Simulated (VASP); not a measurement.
PbO:

```
Pb O
1.0
     0.00000    2.79878    2.79878
     2.80913    0.00000    2.79878
     2.80913    2.79878    0.00000
Pb O
1 1
Direct
  0.00000 0.00000 0.00000
  0.25000 0.25000 0.25000
```

This cell differs from its parent crystal: uniaxial x strain +0.4%.

Base run:

```yaml
Program: VASP 6.6.1
Functional: PBE
Potentials_or_basis: VASP PAW PBE potentials, release 64 (Pb_d, O)
Cutoff: 520 eV
k_mesh: 8 × 8 × 8
Occupations: fermi-dirac, width 0.02 eV
Spin: no spin polarisation
```

Its results: band gap on the k mesh 0.44 eV, indirect (least direct gap 0.61 eV); pressure 2.1 GPa.

Question: The run is repeated on the same cell with these changes: functional from PBE to r2SCAN; occupations from fermi-dirac, width 0.02 eV to gaussian, width 0.01 eV. What comes out?

Answer: Band gap on the k mesh 0.61 eV, indirect (least direct gap 0.80 eV); pressure 0.0 GPa.

Caveats: spin-orbit coupling is left out, which moves the levels of the heavy elements; the PAW data sets were made with another functional, which shifts forces and pressure a little (some runs).

A k mesh can miss the band edges.
